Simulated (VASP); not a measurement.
# Ce: single point with PBE+U

The system is Ce.

```
Ce
1.0
    -2.05883    2.05883    2.05883
     2.05883   -2.05883    2.05883
     2.05883    2.05883   -2.05883
Ce
1
Direct
  0.00000 0.00000 0.00000
```

This isn't the form of Ce at room conditions, which is fcc.

```json
{"Program": "VASP 6.6.1", "Task": "single point", "Functional": "PBE", "Potentials or basis": "VASP PAW PBE potentials, release 64 (Ce)", "Cutoff": "500 eV", "k mesh": "8 × 8 × 8", "Occupations": "gaussian, width 0.05 eV", "Spin": "collinear spin, ferromagnetic start", "Starting moments": "[1.49] μB", "Hubbard terms": "Ce f U = 5.0 eV", "Dipole correction": "no", "Further INCAR settings": "ALGO = Normal; EDIFF = 1e-06; NBANDS = 16"}
```

- Pressure: -7.0 GPa
- Band gap on the k mesh: zero (filled and empty bands overlap)
- Net moment: 0.00 μB per cell
- Valence electrons inside the program's atomic spheres: Ce 9.51

Levels at points of the mesh, in eV from the Fermi level:
Spin up:
```
           k point  band 2  band 3  band 4  band 5  band 6  band 7  band 8  band 9  band 10  band 11
(0.00, 0.00, 0.00)  -17.62  -17.62  -17.62   -3.41    0.11    0.11    0.11    0.98     0.98     0.98
(0.50, 0.00, 0.00)  -18.86  -18.02  -17.64   -1.95   -0.36    0.20    0.38    0.46     0.77     0.77
(0.50, 0.50, 0.50)  -18.47  -18.47  -18.47   -1.98   -1.98    0.58    0.58    0.58     0.66     0.72
```
Spin down:
```csv
k point,band 3,band 4,band 5,band 6,band 7,band 8,band 9,band 10
"(0.00, 0.00, 0.00)",-17.62,-17.62,-3.41,0.11,0.11,0.11,0.98,0.98
"(0.50, 0.00, 0.00)",-18.02,-17.64,-1.95,-0.36,0.20,0.38,0.46,0.77
"(0.50, 0.50, 0.50)",-18.47,-18.47,-1.98,-1.98,0.58,0.58,0.58,0.66
```

Eigenvalues of the final occupation matrices:
| site | spin | trace | eigenvalues |
| --- | --- | --- | --- |
| site 1 f | 1 | 0.33 | 0.01 0.01 0.01 0.01 0.10 0.10 0.10 |
| site 1 f | 2 | 0.33 | 0.01 0.01 0.01 0.01 0.10 0.10 0.10 |

Run time: 2.4 min on 1 thread of AMD EPYC 7R13, on a shared host, peak memory 0.17 GiB.

Caveat: the magnetic or orbital state may not be the lowest; the cell stands under tension; spin-orbit coupling is left out, which moves the levels of the heavy elements. The state reached can hang on the start; a lower one may exist.
